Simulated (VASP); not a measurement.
# CuO in VASP: notebook, part 2 of 2

VASP 6.6.1. Earlier steps stand in the parts before.

**3. Single point, PBE**

This run uses another cell than the first one, of 10.03 Å³/atom.

The input, INCAR:

```
ALGO = Normal ; EDIFF = 1E-7
ENCUT = 520 ; GGA = PE
ISIF = 2 ; ISMEAR = 0
LASPH = T ; LCHARG = T
LELF = T ; LREAL = F
LVHAR = T ; LWAVE = F
NBANDS = 25 ; NELM = 80
PREC = Accurate ; SIGMA = 0.1
```

The input, KPOINTS:

```
k-points
0
Gamma
  6 6 4
```

The input, POSCAR:

```
CuO
1.0
    2.3404404522     -1.7107783127     -0.0229301573
    2.3197430003      1.6824555157     -0.0101368612
   -0.8908838133      0.0240860588      5.0786274137
Cu O
2 2
Direct
   -0.0082652229      0.4939545091     -0.0055067082
    0.4909130835     -0.0195801087      0.4987901057
    0.5733962104      0.3983939412      0.2576963426
    0.3918683292      0.5610426818      0.7397132466
```

Potentials or basis: VASP PAW PBE potentials, release 64 (Cu, O).

Command:

```
> cat potpaw_PBE.64/Cu/POTCAR potpaw_PBE.64/O/POTCAR > POTCAR
> mpirun -np 1 vasp_std > vasp.out
```

OUTCAR:

```text
EDIFF = 1E-7
   ENCUT = 520
   GGA = PE
   ISIF = 2
   ISMEAR = 0
   LASPH = T
   LREAL = F
   NELM = 80
   PREC = Accurate

 ion  position               nearest neighbor table
   1  0.992  0.494  0.994-   4 1.94   3 1.97   4 1.99   3 2.05
   2  0.491  0.980  0.499-   4 1.90   3 1.91   3 1.93   4 1.95
   3  0.573  0.398  0.258-   2 1.91   2 1.93   1 1.97   1 2.05
   4  0.392  0.561  0.740-   2 1.90   1 1.94   2 1.95   1 1.99

  LATTYP: Found a triclinic cell.
 ALAT       =     2.8991291343
 B/A-ratio  =     1.1704622010
 C/A-ratio  =     2.1723905589
 COS(alpha) =     0.0013027671
 COS(beta)  =     0.4772141659
 COS(gamma) =     0.5950394553

  Lattice vectors:

 A1 = (  -2.3404404522,   1.7107783127,   0.0229301573)
 A2 = (  -0.0206974519,   3.3932338284,   0.0127932961)
 A3 = (  -3.7692996392,   0.0042367382,  -5.0455603952)

Analysis of symmetry for initial positions (statically):
=====================================================================
 Subroutine PRICEL returns:
 Original cell was already a primitive cell.
[... 172 lines left out ...]

  energy without entropy =      -19.43954028  energy(sigma->0) =      -19.44612985

 E-fermi :   5.8269     XC(G=0): -11.9840

 val. band max:        5.8223903545   @ k =  -0.0000  -0.3333   0.2500
 cond. band min:       5.8279591120   @ k =  -0.1667   0.3333   0.5000
 fundamental gap:      0.0055687575
 Fermi energy:         5.8268726105

 k-point     1 :       0.0000    0.0000    0.0000
  band No.  band energies     occupation
      1     -14.1530      2.00000
      2     -12.8163      2.00000
      3      -2.3682      2.00000
      4       0.2069      2.00000
      5       0.6759      2.00000
      6       2.4956      2.00000
[... 661 lines left out ...]
     24      19.1963      0.00000
     25      21.2348      0.00000

 [... further k-points ...]

------------------------ aborting loop because EDIFF is reached ----------------------------------------

  FORCE on cell =-STRESS in cart. coord.  units (eV):
  Direction    XX          YY          ZZ          XY          YZ          ZX
  --------------------------------------------------------------------------------------
  -------------------------------------------------------------------------------------
  Total        2.0897548      2.2141196      1.6478543      0.4860981      0.5674337     -0.1993064
  in kB       83.4902409     88.4588842     65.8353557     19.4206750     22.6702070     -7.9627234
  external PRESSURE =      79.2614936 kB  Pullay stress =       0.0000000 kB

 VOLUME and BASIS-vectors are now :
 -----------------------------------------------------------------------------
  energy-cutoff  :      520.00
  volume of cell :       40.10
      direct lattice vectors                 reciprocal lattice vectors
     2.340440452 -1.710778313 -0.022930157     0.213074834 -0.293550617  0.038769412
     2.319743000  1.682455516 -0.010136861     0.216641816  0.295887568  0.036599637
    -0.890883813  0.024086059  5.078627414     0.001394453 -0.000734803  0.197151693

 POSITION                                       TOTAL-FORCE (eV/Angst)
 -----------------------------------------------------------------------------------
      2.58097     -0.84163      5.02291        -0.441012      0.145545      0.364098
      2.97891      0.82168      2.51197        -0.133963     -0.036025     -0.046245
      2.03659     -0.30447      1.29156         0.236096      0.133967     -0.752744
      1.55962      0.29135      3.74206         0.338879     -0.243486      0.434891
 -----------------------------------------------------------------------------------
    total drift:                               -0.000368     -0.000240     -0.000860

  FREE ENERGIE OF THE ION-ELECTRON SYSTEM (eV)
  ---------------------------------------------------
  free  energy   TOTEN  =       -19.4527194193 eV

  energy  without entropy=      -19.4395402817  energy(sigma->0) =      -19.44612985
```

stdout:

```text
POSCAR found type information on POSCAR CuO
 POSCAR found :  2 types and       4 ions
 scaLAPACK will be used
 LDA part: xc-table for (Slater+PW92), standard interpolation
 POSCAR, INCAR and KPOINTS ok, starting setup
 FFT: planning ... GRIDC
 FFT: planning ... GRID_SOFT
 FFT: planning ... GRID
 WAVECAR not read
 entering main loop
```

Wall time 32 s (1 thread of Intel Xeon 6975P-C (Granite Rapids), shared host); peak memory 0.2 GiB.

What came out:

```
Free energy            : -19.4527 eV
Pressure               : 7.9 GPa
Largest force          : 0.800 eV/Å
Band gap on the k mesh : zero (bands 17 and 18 overlap by 0.54 eV)
```

Forces on the atoms (eV/Å):
```
Cu  -0.441  0.146  0.364
Cu  -0.134 -0.036 -0.046
O    0.236  0.134 -0.753
O    0.339 -0.243  0.435
```

Caveat: the k points lie up to 0.39 Å⁻¹ apart, too coarse for converged energies and pressures of a metal; semilocal functionals often make such compounds metallic where correlation or magnetic order opens a gap, which also shifts bond lengths. With open d or f shells a metallic result of PBE can be an artefact of self-interaction; +U or a hybrid may open a gap.

**4. Single point, PBE**

The input, INCAR:

```
SYSTEM = CuO
  PREC = Accurate
  ENCUT = 520
  EDIFF = 1E-6
  ISMEAR = 0
  SIGMA = 0.1
  LREAL = .False.
  LASPH = .True.
  NELM = 100
  ALGO = Normal
  ISIF = 2
  LWAVE = .False.
  LCHARG = .False.
  GGA = PE
  NBANDS = 25
```

The input, KPOINTS:

```
Automatic mesh
0
Gamma
  8 8 4
  0 0 0
```

The input, POSCAR:

```
CuO
1.0
    2.3446500000     -1.7134000000      0.0000000000
    2.3446500000      1.7134000000      0.0000000000
   -0.8605500000      0.0000000000      5.0594400000
Cu O
2 2
Direct
    0.0032000000      0.4968000000      0.0000000000
    0.4968000000      0.0032000000      0.5000000000
    0.5714000000      0.4056000000      0.2537000000
    0.4056000000      0.5714000000      0.7537000000
```

Command:

```
> cat potpaw_PBE.64/Cu/POTCAR potpaw_PBE.64/O/POTCAR > POTCAR
> mpirun -np 1 vasp_std > vasp.out
```

It took 27 s on 1 thread of Intel Xeon 6975P-C (Granite Rapids), shared host; peak memory 0.2 GiB.

It converged, with:

```yaml
Free_energy: -19.4876 eV
Pressure: 6.4 GPa
Largest_force: 0.788 eV/Å
Band_gap_on_the_k_mesh: zero (bands 17 and 18 overlap by 0.68 eV)
```

Forces in eV/Å, atoms in the order of the input:
```
Cu  -0.649  0.366  0.254
Cu  -0.649 -0.366  0.254
O    0.649  0.281 -0.254
O    0.649 -0.281 -0.254
```

Stress tensor (GPa, compression positive):
```
 6.41  0.00 -1.77
 0.00  7.01  0.00
-1.77  0.00  5.87
```

Levels at points of the mesh, in eV from the Fermi level:
```
           k point  band 14  band 15  band 16  band 17  band 18  band 19  band 20  band 21
(0.00, 0.00, 0.00)    -2.22    -2.14    -1.66     0.21     0.91     1.71     6.05     8.15
(0.50, 0.00, 0.00)    -1.60    -1.49    -1.40    -0.04     0.29     4.91     6.32     6.95
(0.50, 0.50, 0.00)    -2.12    -1.68    -1.23    -0.66     1.06     3.39     7.06     8.56
(0.00, 0.00, 0.50)    -2.23    -1.47    -1.47     0.24     0.24     3.93     3.93    11.69
(0.50, 0.00, 0.50)    -2.16    -1.74    -1.61    -0.10     0.73     5.15     6.52     8.11
(0.50, 0.50, 0.50)    -1.66    -1.31    -1.31    -0.42    -0.42     5.24     5.24     9.01
```

Caveat: the cell stands under pressure; semilocal functionals often make such compounds metallic where correlation or magnetic order opens a gap, which also shifts bond lengths. With open d or f shells a metallic result of PBE can be an artefact of self-interaction; +U or a hybrid may open a gap.

**5. Overview**

| cell | k mesh | gap on the mesh (eV) | pressure (GPa) | largest force (eV/Å) |
| --- | --- | --- | --- | --- |
| a = 2.904, b = 2.904, c = 5.132 Å, angles 97.8, 97.8, 72.3°, 4 atoms, atomic positions A | 6 × 6 × 4 | none | 6.5 | 0.78 |
| a = 2.899, b = 2.866, c = 5.156 Å, angles 98.1, 98.6, 72.1°, 4 atoms, atomic positions B | 6 × 6 × 4 | none | 7.9 | 0.80 |
| a = 2.904, b = 2.904, c = 5.132 Å, angles 97.8, 97.8, 72.3°, 4 atoms, atomic positions A | 8 × 8 × 4 | none | 6.4 | 0.79 |

Alike in all rows: task single point; level PBE; potentials or basis VASP PAW PBE potentials, release 64 (Cu, O); no spin polarisation; cutoff (eV) 520; smearing gaussian 0.1 eV.

Caveats: some runs use coarse meshes; semilocal functionals often make such compounds metallic where correlation or magnetic order opens a gap, which also shifts bond lengths; the cell stands under pressure (at least some runs).

Total energies depend on the potentials used, so only differences within one code and one set of settings carry meaning.
